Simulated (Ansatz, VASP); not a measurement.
# One calculation of Be, two programs

The input INCAR:

```
  PREC = Accurate
  ENCUT = 520
  EDIFF = 1E-6
  ISMEAR = -1
  SIGMA = 0.1
  LREAL = F
  LASPH = T
  NELM = 60
  ALGO = Normal
  ISIF = 2
  LWAVE = F
  LCHARG = T
  LELF = T
  LVHAR = T
  NBANDS = 12
```

File KPOINTS:

```
regular mesh
0
Gamma
  18 18 5
```

File POSCAR:

```
Be
1.0
    2.2760496631      0.0000000000      0.0000000000
   -1.1380248316      1.9711168285      0.0000000000
    0.0000000000      0.0000000000      7.2590131855
Be
4
Direct
    1.0000000000      0.0000000000      0.0000000000
    1.0000000000      0.0000000000      0.5000000000
    0.3333333333      0.6666666667      0.2500000000
    0.6666666667      0.3333333333      0.7500000000
```

Input for Ansatz:

```yaml
crystal:
  lattice:
    - [2.2760496631, 0.0, 0.0]
    - [-1.1380248316, 1.9711168285, 0.0]
    - [0.0, 0.0, 7.2590131855]
  atoms:
    - { symbol: Be, position: [1.0, 0.0, 0.0] }
    - { symbol: Be, position: [1.0, 0.0, 0.5] }
    - { symbol: Be, position: [0.3333333333, 0.6666666667, 0.25] }
    - { symbol: Be, position: [0.6666666667, 0.3333333333, 0.75] }
hamiltonian:
  xc: lda
  pseudopotentials:
    kind: paw
    azcp:
      Be: "pseudopotentials/Be.paw.azcp"
basis:
  ecutwfc: 420
  fft_grid_basis: typed
kpoints:
  mp_grid: { grid: [18, 18, 5], shift: [0, 0, 0] }
magnetization:
  spin_polarized: false
scf:
  occupations: { method: fermi_dirac, width: 0.1 }
  lower_state_search: "off"
output:
  stress: true
```

Alike in both runs: task single point; functional LDA; k mesh 18 × 18 × 5; occupations fermi-dirac, width 0.1 eV; no spin polarisation.

|  | VASP | Ansatz |
| --- | --- | --- |
| version | VASP 6.6.1 | Ansatz 0.2.0 |
| potentials or method | VASP PAW LDA potentials, release 64 (Be), cutoff 520 eV | plane waves (420 eV) with PAW, scalar-relativistic |
| valence electrons in the cell | 8 | 8 |

|  | VASP | Ansatz | Ansatz less VASP |
| --- | --- | --- | --- |
| pressure (GPa) | -8.5 | -8.9 | -0.37 |

Ansatz warns that its potentials were made for another functional, while VASP's fit it. LDA's correlation is that of Perdew and Zunger in VASP and of Perdew and Wang (1992) in Ansatz.
